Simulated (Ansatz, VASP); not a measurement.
# Two plane-wave programs on LiNbO3

```
Li Nb O
1.0
     3.95577    0.00000    0.00000
     0.00000    3.95577    0.00000
     0.00000    0.00000    3.95577
Li Nb O
1 1 3
Direct
  0.00000 0.00000 0.00000
  0.50000 0.50000 0.50000
  0.50000 0.00000 0.50000
  0.50000 0.50000 0.00000
  0.00000 0.50000 0.50000
```

Alike in both runs: functional PBE; k mesh 8 × 8 × 8; occupations gaussian, width 0.02 eV; no spin polarisation.

Ansatz relaxed the structure, and its values are those at the end. VASP's run is a single point on that final structure, the one shown.

```csv
,VASP,Ansatz
version,VASP 6.6.1,Ansatz 0.2.0
potentials or method,"VASP PAW PBE potentials, release 64 (Li_sv, Nb_sv, O), cutoff 520 eV","scalar-relativistic, plane waves, PAW"
valence electrons in the cell,34,34
```

Ansatz gave:

| Property | Result |
| --- | --- |
| gap on the k mesh at the Fermi level (eV) | 1.70 |
| least direct gap on the mesh (eV) | 2.49 |

Task: Estimate VASP's values.

Result: gap on the k mesh at the Fermi level (eV): 1.68; least direct gap on the mesh (eV): 2.48.

Noted on VASP's run: the cutoff is short for stress, so the pressure is rough.
